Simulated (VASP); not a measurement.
# Al2Ru (P4/nmm) in VASP: single point with PBEsol

Aim: the single point of Al2Ru with PBEsol.

Everything below comes from runs of VASP 6.6.1. Logs are shortened: lines on timing, memory, paths and dates and some standing lists are left out, and cuts for length are marked.

### Step 1. The cell of the first run

It takes space group P4/nmm (No. 129, tetragonal). The conventional cell has a = 3.121 Å, b = 3.121 Å, c = 18.346 Å, α = 90.00°, β = 90.00°, γ = 90.00°. Within 3.4 Å of Al (site symmetry 4mm) lie 5 Ru at 2.58 to 2.87 Å and 9 Al at 2.68 to 3.12 Å. Al (site symmetry 4mm) has 5 Ru at 2.58 to 2.87 Å and 9 Al at 2.68 to 3.12 Å within 3.4 Å. Within 3.4 Å of Al (site symmetry 4mm) lie 4 Ru at 2.58 Å and 5 Al at 2.68 to 3.12 Å. Within 3.4 Å of Al (site symmetry 4mm) lie 5 Ru at 2.58 to 2.87 Å and 9 Al at 2.68 to 3.12 Å. Within 3.4 Å of Ru (site symmetry 4mm) lie 10 Al at 2.58 to 2.87 Å and 4 Ru at 3.12 Å. Within 3.4 Å of Ru (site symmetry 4mm) lie 9 Al at 2.58 to 2.87 Å and 4 Ru at 3.12 Å.

### Step 2. Single point, PBEsol (the distance across one plane changed)

Contents of INCAR:

```
SYSTEM = Al2Ru
PREC = Accurate
ENCUT = 520
EDIFF = 1E-7
ISMEAR = 0
SIGMA = 0.15
LREAL = .False.
LASPH = .True.
NELM = 80
ALGO = Fast
ISIF = 2
LWAVE = .False.
LCHARG = .True.
GGA = PS
LELF = .True.
LVHAR = .True.
NBANDS = 52
```

Contents of KPOINTS:

```
Automatic mesh
0
Gamma
  15 15 3
  0 0 0
```

Contents of POSCAR:

```
Al2Ru
1.0
   -3.1213577640      0.0000000000      0.0000000000
    0.0000000000     -3.1213577640      0.0000000000
    0.0000000000      0.0000000000     18.3462082954
Al Ru
8 4
Direct
    0.5000000000      0.5000000000      0.4173746639
    1.0000000000      1.0000000000      0.1878148548
    0.5000000000      0.5000000000      0.8764942820
    1.0000000000      1.0000000000      0.6469344729
    0.0000000000      0.0000000000      0.0417449543
    0.5000000000      0.5000000000      0.7304243816
    0.0000000000      0.0000000000      0.5008645725
    0.5000000000      0.5000000000      0.2713047634
    0.0000000000      0.0000000000      0.3443397136
    0.5000000000      0.5000000000      0.1147799045
    0.0000000000      0.0000000000      0.8034593318
    0.5000000000      0.5000000000      0.5738995227
```

Potentials or basis: VASP PAW PBE potentials, release 64 (Al, Ru_pv).

The run is started by

```bash
> cat potpaw_PBE.64/Al/POTCAR potpaw_PBE.64/Ru_pv/POTCAR > POTCAR
> mpirun -np 1 vasp_std > vasp.out
```

OUTCAR:

```text
SYSTEM = Al2Ru
   PREC = Accurate
   ENCUT = 520
   EDIFF = 1E-7
   ISMEAR = 0
   LREAL = .False.
   LASPH = .True.
   NELM = 80
   ISIF = 2
   GGA = PS

 ion  position               nearest neighbor table
   1  0.500  0.500  0.417-   9 2.58   9 2.58   9 2.58   9 2.58   8 2.68   7 2.69   7 2.69   7 2.69
                             7 2.69  12 2.87
   2  0.000  0.000  0.188-  10 2.58  10 2.58  10 2.58  10 2.58   5 2.68   8 2.69   8 2.69   8 2.69
                             8 2.69   9 2.87
   3  0.500  0.500  0.876-  11 2.58  11 2.58  11 2.58  11 2.58   6 2.68
   4  0.000  0.000  0.647-  12 2.58  12 2.58  12 2.58  12 2.58   7 2.68   6 2.69   6 2.69   6 2.69
                             6 2.69  11 2.87
   5  0.000  0.000  0.042-  10 2.58  10 2.58  10 2.58  10 2.58   2 2.68
   6  0.500  0.500  0.730-  11 2.58  11 2.58  11 2.58  11 2.58   3 2.68   4 2.69   4 2.69   4 2.69
                             4 2.69  12 2.87
   7  0.000  0.000  0.501-  12 2.58  12 2.58  12 2.58  12 2.58   4 2.68   1 2.69   1 2.69   1 2.69
                             1 2.69   9 2.87
   8  0.500  0.500  0.271-   9 2.58   9 2.58   9 2.58   9 2.58   1 2.68   2 2.69   2 2.69   2 2.69
                             2 2.69  10 2.87
   9  0.000  0.000  0.344-   8 2.58   8 2.58   8 2.58   8 2.58   1 2.58   1 2.58   1 2.58   1 2.58
                             2 2.87   7 2.87
  10  0.500  0.500  0.115-   5 2.58   5 2.58   5 2.58   5 2.58   2 2.58   2 2.58   2 2.58   2 2.58
                             8 2.87
  11  0.000  0.000  0.803-   6 2.58   6 2.58   6 2.58   6 2.58   3 2.58   3 2.58   3 2.58   3 2.58
                             4 2.87
  12  0.500  0.500  0.574-   4 2.58   4 2.58   4 2.58   4 2.58   7 2.58   7 2.58   7 2.58   7 2.58
                             1 2.87   6 2.87

  LATTYP: Found a simple tetragonal cell.
 ALAT       =     3.1213577640
 C/A-ratio  =     5.8776371318

  Lattice vectors:

 A1 = (  -3.1213577640,   0.0000000000,   0.0000000000)
 A2 = (   0.0000000000,  -3.1213577640,   0.0000000000)
 A3 = (   0.0000000000,   0.0000000000,  18.3462082954)

Analysis of symmetry for initial positions (statically):
=====================================================================
 Subroutine PRICEL returns:
 Original cell was already a primitive cell.

 Routine SETGRP: Setting up the symmetry group for a
 simple tetragonal supercell.

 Subroutine GETGRP returns: Found 16 space group operations
 (whereof  8 operations were pure point group operations)
 out of a pool of 16 trial point group operations.

The static configuration has the point symmetry C_4v.
 The point group associated with its full space group is D_4h.

Analysis of symmetry for dynamics (positions and initial velocities):
=====================================================================
 Subroutine PRICEL returns:
 Original cell was already a primitive cell.

 Routine SETGRP: Setting up the symmetry group for a
 simple tetragonal supercell.

 Subroutine GETGRP returns: Found 16 space group operations
 (whereof  8 operations were pure point group operations)
 out of a pool of 16 trial point group operations.

The dynamic configuration has the point symmetry C_4v.
 The point group associated with its full space group is D_4h.

 Subroutine INISYM returns: Found 16 space group operations
 (whereof  8 operations are pure point group operations),
 and found     1 'primitive' translations

----------------------------------------------------------------------------------------

                                     Primitive cell

  volume of cell :     178.7448

  direct lattice vectors                    reciprocal lattice vectors
    -3.121357764  0.000000000  0.000000000    -0.320373400  0.000000000  0.000000000
     0.000000000 -3.121357764  0.000000000     0.000000000 -0.320373400  0.000000000
     0.000000000  0.000000000 18.346208295     0.000000000  0.000000000  0.054507176

  length of vectors
     3.121357764  3.121357764 18.346208295     0.320373400  0.320373400  0.054507176

  position of ions in fractional coordinates (direct lattice)
     0.500000000  0.500000000  0.417374664
     0.000000000  0.000000000  0.187814855
[... 32 lines left out ...]
 generate k-points for:   15   15    3

 Generating k-lattice:

  Cartesian coordinates                     Fractional coordinates (reciprocal lattice)
    -0.021358227  0.000000000  0.000000000     0.066666667  0.000000000  0.000000000
     0.000000000 -0.021358227  0.000000000     0.000000000  0.066666667  0.000000000
     0.000000000  0.000000000  0.018169059     0.000000000  0.000000000  0.333333333

  Length of vectors
     0.021358227  0.021358227  0.018169059

  Shift w.r.t. Gamma in fractional coordinates (k-lattice)
     0.000000000  0.000000000  0.000000000

 Subroutine IBZKPT returns following result:
 ===========================================

 Found     72 irreducible k-points:

 Following reciprocal coordinates:
            Coordinates               Weight
  0.000000  0.000000  0.000000      1.000000
  0.066667  0.000000  0.000000      4.000000
  0.133333  0.000000  0.000000      4.000000
  0.200000  0.000000  0.000000      4.000000
  0.266667  0.000000  0.000000      4.000000
  0.333333  0.000000  0.000000      4.000000
[... 16 lines left out ...]
  0.266667  0.200000  0.000000      8.000000
  0.333333  0.200000  0.000000      8.000000
 [... further k-points ...]
   k-points           NKPTS =     72   k-points in BZ     NKDIM =     72   number of bands    NBANDS=     52
   number of dos      NEDOS =    301   number of ions     NIONS =     12
   total plane-waves  NPLWV =  80640
   dimension x,y,z NGX =    24 NGY =   24 NGZ =  140
   dimension x,y,z NGXF=    48 NGYF=   48 NGZF=  280
   ions per type =               8   4
   NGX,Y,Z   is equivalent  to a cutoff of  12.78, 12.78, 12.69 a.u.
   NGXF,Y,Z  is equivalent  to a cutoff of  25.57, 25.57, 25.37 a.u.
 SYSTEM =  Al2Ru
   PREC   = accura    normal or accurate (medium, high low for compatibility)
   ISTART =      0    job   : 0-new  1-cont  2-samecut
   ICHARG =      2    charge: 1-file 2-atom 10-const
   ISPIN  =      1    spin polarized calculation?
   LNONCOLLINEAR =      F non collinear calculations
   LSORBIT =      F    spin-orbit coupling
   LASPH  =      T    aspherical Exc in radial PAW
   ENCUT  =  520.0 eV  38.22 Ry    6.18 a.u.   5.80  5.80 34.11*2*pi/ulx,y,z
   NELM   =     80;   NELMIN=  2; NELMDL= -5     # of ELM steps
   EDIFF  = 0.1E-06   stopping-criterion for ELM
   LREAL  =      F    real-space projection
   EDIFFG = 0.1E-05   stopping-criterion for IOM
   NSW    =      0    number of steps for IOM
   IBRION =     -1    ionic relax: 0-MD 1-quasi-New 2-CG
   NFREE  =      0    steps in history (QN), initial steepest desc. (CG)
   ISIF   =      2    stress and relaxation
   ISYM   =      2    0-nonsym 1-usesym 2-fastsym
   POTIM  = 0.5000    time-step for ionic-motion
   TEBEG  =    0.0;   TEEND  =   0.0 temperature during run
   PSTRESS=    0.0 pullay stress
   NELECT =      80.0000    total number of electrons
   NUPDOWN=      -1.0000    fix difference up-down
   EMIN   =  10.00;   EMAX   =-10.00  energy-range for DOS
   EFERMI =   0.00;   METHOD = LEGACY
   ISMEAR =     0;   SIGMA  =   0.15  broadening in eV -4-tet -1-fermi 0-gaus
   EFERMI_NEDOS =   21; number of points for ismear=-14 and -15
   IALGO  =     68    algorithm
   IMIX   =      4    mixing-type and parameters
     AMIX     =   0.40;   BMIX     =  1.00
     AMIX_MAG =   1.60;   BMIX_MAG =  1.00
  volume/ion in A,a.u.               =      14.90       100.52
  Fermi-wavevector in a.u.,A,eV,Ry     =   1.252258  2.366424 21.335965  1.568149
  Thomas-Fermi vector in A             =   2.386166
   LORBIT       =      0    0 simple, 1 ext, 2 COOP (PROOUT), +10 PAW based schemes
   GGA     = PS    functional components
   LHFCALC =     F    Hartree Fock is set to
   AEXX    =    0.0000 exact exchange contribution
   IVDW    =     0    specifies the selected vdW correction
   LEPSILON=     F    determine dielectric tensor
   LRPA    =     F    only Hartree local field effects (RPA)
 non-spin polarized calculation
 RMM-DIIS sequential band-by-band and
 Gauss-broadening in eV      SIGMA  =   0.15
  energy-cutoff  :      520.00
  volume of cell :      178.74
 maximum number of plane-waves:      4862
 NGX is ok and might be reduce to    24
   NGX = 11   NGY = 11   NGZ = 69

 number of electron      79.9999988 magnetization

 Free energy of the ion-electron system (eV)
  ---------------------------------------------------
  ext. energy  EPLUGINS =         0.00000000
  ---------------------------------------------------
  free energy    TOTEN  =       -79.83869479 eV

  energy without entropy =      -79.79143022  energy(sigma->0) =      -79.81506251

 E-fermi :   9.6934     XC(G=0): -11.5362

 val. band max:        9.6893105050   @ k =   0.4000   0.0667   0.0000
 cond. band min:       9.6942151531   @ k =   0.3333   0.3333   0.0000
 fundamental gap:      0.0049046481
 Fermi energy:         9.6934042972

 k-point     1 :       0.0000    0.0000    0.0000
  band No.  band energies     occupation
      1     -33.0009      2.00000
      2     -33.0009      2.00000
      3     -33.0009      2.00000
      4     -33.0009      2.00000
      5     -32.9899      2.00000
      6     -32.9899      2.00000
[... 1309 lines left out ...]
     51      13.4651      0.00000
     52      14.2511      0.00000

 [... further k-points ...]

------------------------ aborting loop because EDIFF is reached ----------------------------------------

  FORCE on cell =-STRESS in cart. coord.  units (eV):
  Direction    XX          YY          ZZ          XY          YZ          ZX
  --------------------------------------------------------------------------------------
  -------------------------------------------------------------------------------------
  Total       -3.7409968     -3.7409968     -4.0486712      0.0000000      0.0000000      0.0000000
  in kB      -33.5323896    -33.5323896    -36.2902260      0.0000000      0.0000000      0.0000000
  external PRESSURE =     -34.4516684 kB  Pullay stress =       0.0000000 kB

 VOLUME and BASIS-vectors are now :
 -----------------------------------------------------------------------------
  energy-cutoff  :      520.00
  volume of cell :      178.74
      direct lattice vectors                 reciprocal lattice vectors
    -3.121357764  0.000000000  0.000000000    -0.320373400  0.000000000  0.000000000
     0.000000000 -3.121357764  0.000000000     0.000000000 -0.320373400  0.000000000
     0.000000000  0.000000000 18.346208295     0.000000000  0.000000000  0.054507176

 POSITION                                       TOTAL-FORCE (eV/Angst)
 -----------------------------------------------------------------------------------
     -1.56068     -1.56068      7.65724        -0.000000     -0.000000      0.006701
      0.00000      0.00000      3.44569        -0.000000     -0.000000     -0.088649
     -1.56068     -1.56068     16.08035        -0.000000      0.000000      0.582307
      0.00000      0.00000     11.86879        -0.000000      0.000000     -0.069730
      0.00000      0.00000      0.76586        -0.000000     -0.000000     -0.582307
     -1.56068     -1.56068     13.40052        -0.000000      0.000000      0.088649
      0.00000      0.00000      9.18897        -0.000000      0.000000     -0.006701
     -1.56068     -1.56068      4.97741        -0.000000     -0.000000      0.069730
      0.00000      0.00000      6.31733        -0.000000      0.000000     -0.097287
     -1.56068     -1.56068      2.10578        -0.000000      0.000000     -0.041443
      0.00000      0.00000     14.74043         0.000000      0.000000      0.041443
     -1.56068     -1.56068     10.52888        -0.000000      0.000000      0.097287
 -----------------------------------------------------------------------------------
    total drift:                               -0.000000      0.000000     -0.000006

  FREE ENERGIE OF THE ION-ELECTRON SYSTEM (eV)
  ---------------------------------------------------
  free  energy   TOTEN  =       -79.8386947921 eV

  energy  without entropy=      -79.7914302248  energy(sigma->0) =      -79.81506251
```

Run time: 12 min. Hardware: 1 thread of Oxide Virtual Turin-like, shared host; peak memory 0.56 GiB.

Results:

* Free energy: -79.8387 eV
* Pressure: -3.4 GPa
* Largest force: 0.582 eV/Å
* Band gap on the k mesh: zero (bands 40 and 41 overlap by 0.19 eV)

Forces in eV/Å, atoms in the order of the input:
```
Al   0.000  0.000  0.007
Al   0.000  0.000 -0.089
Al   0.000  0.000  0.582
Al   0.000  0.000 -0.070
Al   0.000  0.000 -0.582
Al   0.000  0.000  0.089
Al   0.000  0.000 -0.007
Al   0.000  0.000  0.070
Ru   0.000  0.000 -0.097
Ru   0.000  0.000 -0.041
Ru   0.000  0.000  0.041
Ru   0.000  0.000  0.097
```

Stress tensor (GPa, compression positive):
```
-3.35  0.00  0.00
 0.00 -3.35  0.00
 0.00  0.00 -3.63
```

Levels at points of the mesh, in eV from the Fermi level:
| k point | band 36 | band 37 | band 38 | band 39 | band 40 | band 41 | band 42 | band 43 | band 44 | band 45 |
| --- | --- | --- | --- | --- | --- | --- | --- | --- | --- | --- |
| (0.00, 0.00, 0.00) | -1.72 | -1.10 | -1.10 | -1.08 | -1.07 | 0.21 | 2.90 | 3.16 | 3.16 | 3.18 |

Caveat: the cell differs from its parent crystal (the distance across one plane changed); the cell stands under tension; the PAW data sets were made with another functional, which shifts forces and pressure a little.
